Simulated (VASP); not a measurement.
# LiF (Griceite) (I4/mmm) in VASP: further runs, part 2 of 2

VASP 6.6.1. Earlier steps stand in the parts before.

### 3 Single point, r2SCAN (uniaxial z strain -5.8%)

POSCAR

```
LiF
1.0
    0.0000000000      1.9948691899      1.8801642115
    1.9948691899      0.0000000000      1.8801642115
    1.9948691899      1.9948691899      0.0000000000
Li F
1 1
Direct
    0.0000000000      0.0000000000      0.0000000000
    0.5000000000      0.5000000000      0.5000000000
```

INCAR.step1

```
PREC = Accurate
ENCUT = 520
ISMEAR = 0
SIGMA = 0.01
LREAL = False
LASPH = True
NELM = 60
NBANDS = 12
GGA = PE
ALGO = Normal
EDIFF = 1E-4
LWAVE = True
LCHARG = False
```

INCAR.step2

```
PREC = Accurate
ENCUT = 520
EDIFF = 1E-6
ISMEAR = 0
SIGMA = 0.01
LREAL = False
LASPH = True
NELM = 60
ALGO = Normal
ISIF = 2
LWAVE = False
LCHARG = False
METAGGA = R2SCAN
LMIXTAU = True
NBANDS = 12
ISTART = 1
```

KPOINTS

```
Automatic mesh
0
Gamma
  10 10 10
```

Potentials or basis: VASP PAW PBE potentials, release 64 (Li_sv, F).

Run with:

```bash
$ cat potpaw_PBE.64/Li_sv/POTCAR potpaw_PBE.64/F/POTCAR > POTCAR
$ cp INCAR.step1 INCAR
$ mpirun -np 1 vasp_std > vasp.out
$ cp INCAR.step2 INCAR
$ mpirun -np 1 vasp_std > vasp.out
```

OUTCAR:

```text
PREC = Accurate
   ENCUT = 520
   EDIFF = 1E-6
   ISMEAR = 0
   LREAL = False
   LASPH = True
   NELM = 60
   ISIF = 2
   METAGGA = R2SCAN
   ISTART = 1

 ion  position               nearest neighbor table
   1  0.000  0.000  0.000-   2 1.88   2 1.88   2 1.99   2 1.99   2 1.99   2 1.99
   2  0.500  0.500  0.500-   1 1.88   1 1.88   1 1.99   1 1.99   1 1.99   1 1.99

  LATTYP: Found a body centered tetragonal cell.
 ALAT       =     2.8211710635
 C/A-ratio  =     1.3328962826

  Lattice vectors:

 A1 = (   0.0000000000,  -1.9948691899,  -1.8801642115)
 A2 = (   0.0000000000,   1.9948691899,  -1.8801642115)
 A3 = (   1.9948691899,   0.0000000000,   1.8801642115)

Analysis of symmetry for initial positions (statically):
=====================================================================
 Subroutine PRICEL returns:
 Original cell was already a primitive cell.

 Routine SETGRP: Setting up the symmetry group for a
 body centered tetragonal supercell.

 Subroutine GETGRP returns: Found 16 space group operations
 (whereof 16 operations were pure point group operations)
 out of a pool of 16 trial point group operations.

The static configuration has the point symmetry D_4h.

Analysis of symmetry for dynamics (positions and initial velocities):
=====================================================================
 Subroutine PRICEL returns:
 Original cell was already a primitive cell.

 Routine SETGRP: Setting up the symmetry group for a
 body centered tetragonal supercell.

 Subroutine GETGRP returns: Found 16 space group operations
 (whereof 16 operations were pure point group operations)
 out of a pool of 16 trial point group operations.

The dynamic configuration has the point symmetry D_4h.

 Subroutine INISYM returns: Found 16 space group operations
 (whereof 16 operations are pure point group operations),
 and found     1 'primitive' translations

----------------------------------------------------------------------------------------

                                     Primitive cell

  volume of cell :      14.9642

  direct lattice vectors                    reciprocal lattice vectors
     0.000000000  1.994869190  1.880164211    -0.250643001  0.250643001  0.265934218
     1.994869190  0.000000000  1.880164211     0.250643001 -0.250643001  0.265934218
     1.994869190  1.994869190  0.000000000     0.250643001  0.250643001 -0.265934218

  length of vectors
     2.741262583  2.741262583  2.821171064     0.443130721  0.443130721  0.443130721

  position of ions in fractional coordinates (direct lattice)
     0.000000000  0.000000000  0.000000000
     0.500000000  0.500000000  0.500000000

  ion indices of the primitive-cell ions
   primitive index   ion index
                 1           1
                 2           2

----------------------------------------------------------------------------------------

 KPOINTS: Automatic mesh

Automatic generation of k-mesh.
 Grid dimensions read from file:
 generate k-points for:   10   10   10

 Generating k-lattice:

  Cartesian coordinates                     Fractional coordinates (reciprocal lattice)
    -0.025064300  0.025064300  0.026593422     0.100000000 -0.000000000  0.000000000
     0.025064300 -0.025064300  0.026593422    -0.000000000  0.100000000  0.000000000
     0.025064300  0.025064300 -0.026593422     0.000000000  0.000000000  0.100000000

  Length of vectors
     0.044313072  0.044313072  0.044313072

  Shift w.r.t. Gamma in fractional coordinates (k-lattice)
     0.000000000  0.000000000  0.000000000

 Subroutine IBZKPT returns following result:
 ===========================================

 Found    102 irreducible k-points:

 Following reciprocal coordinates:
            Coordinates               Weight
  0.000000  0.000000  0.000000      1.000000
  0.100000 -0.000000  0.000000      8.000000
  0.200000 -0.000000  0.000000      8.000000
  0.300000 -0.000000  0.000000      8.000000
  0.400000 -0.000000  0.000000      8.000000
  0.500000 -0.000000  0.000000      4.000000
[... 16 lines left out ...]
  0.300000  0.300000  0.000000      2.000000
  0.400000  0.300000  0.000000      8.000000
 [... further k-points ...]
   k-points           NKPTS =    102   k-points in BZ     NKDIM =    102   number of bands    NBANDS=     12
   number of dos      NEDOS =    301   number of ions     NIONS =      2
   total plane-waves  NPLWV =   9600
   dimension x,y,z NGX =    20 NGY =   20 NGZ =   24
   dimension x,y,z NGXF=    40 NGYF=   40 NGZF=   48
   ions per type =               1   1
   NGX,Y,Z   is equivalent  to a cutoff of  12.13, 12.13, 14.14 a.u.
   NGXF,Y,Z  is equivalent  to a cutoff of  24.26, 24.26, 28.29 a.u.
 SYSTEM =  unknown system
   PREC   = accura    normal or accurate (medium, high low for compatibility)
   ISTART =      1    job   : 0-new  1-cont  2-samecut
   ICHARG =      0    charge: 1-file 2-atom 10-const
   ISPIN  =      1    spin polarized calculation?
   LNONCOLLINEAR =      F non collinear calculations
   LSORBIT =      F    spin-orbit coupling
   LASPH  =      T    aspherical Exc in radial PAW
   ENCUT  =  520.0 eV  38.22 Ry    6.18 a.u.   5.10  5.10  5.25*2*pi/ulx,y,z
   NELM   =     60;   NELMIN=  2; NELMDL=  0     # of ELM steps
   EDIFF  = 0.1E-05   stopping-criterion for ELM
   LREAL  =      F    real-space projection
   EDIFFG = 0.1E-04   stopping-criterion for IOM
   NSW    =      0    number of steps for IOM
   IBRION =     -1    ionic relax: 0-MD 1-quasi-New 2-CG
   NFREE  =      0    steps in history (QN), initial steepest desc. (CG)
   ISIF   =      2    stress and relaxation
   ISYM   =      2    0-nonsym 1-usesym 2-fastsym
   POTIM  = 0.5000    time-step for ionic-motion
   TEBEG  =    0.0;   TEEND  =   0.0 temperature during run
   PSTRESS=    0.0 pullay stress
   NELECT =      10.0000    total number of electrons
   NUPDOWN=      -1.0000    fix difference up-down
   EMIN   =  10.00;   EMAX   =-10.00  energy-range for DOS
   EFERMI =   0.00;   METHOD = LEGACY
   ISMEAR =     0;   SIGMA  =   0.01  broadening in eV -4-tet -1-fermi 0-gaus
   EFERMI_NEDOS =   21; number of points for ismear=-14 and -15
   IALGO  =     38    algorithm
   IMIX   =      4    mixing-type and parameters
     AMIX     =   0.40;   BMIX     =  1.00
     AMIX_MAG =   1.60;   BMIX_MAG =  1.00
  volume/ion in A,a.u.               =       7.48        50.49
  Fermi-wavevector in a.u.,A,eV,Ry     =   1.431276  2.704719 27.872216  2.048550
  Thomas-Fermi vector in A             =   2.551030
   LORBIT       =      0    0 simple, 1 ext, 2 COOP (PROOUT), +10 PAW based schemes
   METAGGA = R2SCAN    functional components
   LHFCALC =     F    Hartree Fock is set to
   AEXX    =    0.0000 exact exchange contribution
   IVDW    =     0    specifies the selected vdW correction
   LEPSILON=     F    determine dielectric tensor
   LRPA    =     F    only Hartree local field effects (RPA)
 non-spin polarized calculation
 Gauss-broadening in eV      SIGMA  =   0.01
  energy-cutoff  :      520.00
  volume of cell :       14.96
 maximum number of plane-waves:       426
   NGX = 11   NGY = 11   NGZ = 11

 number of electron       9.9999993 magnetization

 Free energy of the ion-electron system (eV)
  ---------------------------------------------------
  ext. energy  EPLUGINS =         0.00000000
  ---------------------------------------------------
  free energy    TOTEN  =       -11.87237212 eV

  energy without entropy =      -11.87237212  energy(sigma->0) =      -11.87237212

 E-fermi :  -0.9689     XC(G=0): -11.0138

 val. band max:       -1.0343437104   @ k =   0.0000   0.0000   0.0000
 cond. band min:      10.0387377468   @ k =   0.0000   0.0000   0.0000
 fundamental gap:     11.0730814571
 Fermi energy:        -0.9688848226

 k-point     1 :       0.0000    0.0000    0.0000
  band No.  band energies     occupation
      1     -42.9816      2.00000
      2     -22.4299      2.00000
      3      -1.2084      2.00000
      4      -1.0344      2.00000
      5      -1.0343      2.00000
      6      10.0387      0.00000
      7      25.1713      0.00000
      8      25.1715      0.00000
      9      25.6801      0.00000
     10      25.7267      0.00000
     11      25.7290      0.00000
     12      27.4969      0.00000
[... 331 lines left out ...]
 k-point    24 :       0.4000    0.3000    0.0000
  band No.  band energies     occupation
      1     -42.8875      2.00000
      2     -21.8109      2.00000
      3      -3.6121      2.00000
      4      -2.1608      2.00000
      5      -2.0618      2.00000
      6      14.4811      0.00000
      7      16.9112      0.00000
      8      20.4821      0.00000
      9      21.1477      0.00000
     10      22.1793      0.00000
     11      36.3071      0.00000
     12      37.3083      0.00000

 [... further k-points ...]
[... 5 lines left out ...]
  --------------------------------------------------------------------------------------
  -------------------------------------------------------------------------------------
  Total        0.2185793      0.2185793      1.0551551      0.0000000     -0.0000000     -0.0000000
  in kB       23.4026516     23.4026516    112.9723709      0.0000000     -0.0000000     -0.0000000
  external PRESSURE =      53.2592247 kB  Pullay stress =       0.0000000 kB

 VOLUME and BASIS-vectors are now :
 -----------------------------------------------------------------------------
  energy-cutoff  :      520.00
  volume of cell :       14.96
      direct lattice vectors                 reciprocal lattice vectors
     0.000000000  1.994869190  1.880164211    -0.250643001  0.250643001  0.265934218
     1.994869190  0.000000000  1.880164211     0.250643001 -0.250643001  0.265934218
     1.994869190  1.994869190  0.000000000     0.250643001  0.250643001 -0.265934218

 POSITION                                       TOTAL-FORCE (eV/Angst)
 -----------------------------------------------------------------------------------
      0.00000      0.00000      0.00000        -0.000000      0.000000     -0.000000
      1.99487      1.99487      1.88016         0.000000     -0.000000      0.000000
 -----------------------------------------------------------------------------------
    total drift:                                0.000000      0.000000      0.000000

  FREE ENERGIE OF THE ION-ELECTRON SYSTEM (eV)
  ---------------------------------------------------
  free  energy   TOTEN  =       -11.8723721156 eV

  energy  without entropy=      -11.8723721156  energy(sigma->0) =      -11.87237212
```

OSZICAR.step1:

```text
N       E                     dE             d eps       ncg     rms          rms(c)
DAV:   1     0.315857479789E+02    0.31586E+02   -0.55331E+03  2556   0.859E+02
DAV:   2    -0.905694865832E+01   -0.40643E+02   -0.39828E+02  2972   0.194E+02
DAV:   3    -0.100826015876E+02   -0.10257E+01   -0.10233E+01  3260   0.265E+01
DAV:   4    -0.100915021095E+02   -0.89005E-02   -0.89002E-02  2824   0.255E+00
DAV:   5    -0.100916005673E+02   -0.98458E-04   -0.98457E-04  3112   0.188E-01    0.458E+00
DAV:   6    -0.956066693641E+01    0.53093E+00   -0.24051E+00  2792   0.988E+00    0.133E+00
DAV:   7    -0.956500615805E+01   -0.43392E-02   -0.22384E-02  3176   0.131E+00    0.849E-01
DAV:   8    -0.957156947394E+01   -0.65633E-02   -0.13794E-02  3000   0.122E+00    0.106E-01
DAV:   9    -0.957158866714E+01   -0.19193E-04   -0.92570E-04  2788   0.274E-01
   1 F= -.95715887E+01 E0= -.95715887E+01  d E =-.638377E-74
```

It took 80 s on 1 thread of Intel Xeon Platinum 8259CL at 2.50GHz (Skylake/Cascade Lake), shared host; peak memory 0.13 GiB.

Results:

- Free energy: -11.8724 eV
- Band gap on the k mesh: 11.07 eV, direct

Caveat: the cell differs from its parent crystal (uniaxial z strain -5.8%); the cutoff is under 1.25 times the usual one of these potentials, so pressure, stress and relaxed cells hold a basis-set (Pulay) error; the PAW data sets were made with another functional, which shifts forces and pressure a little.
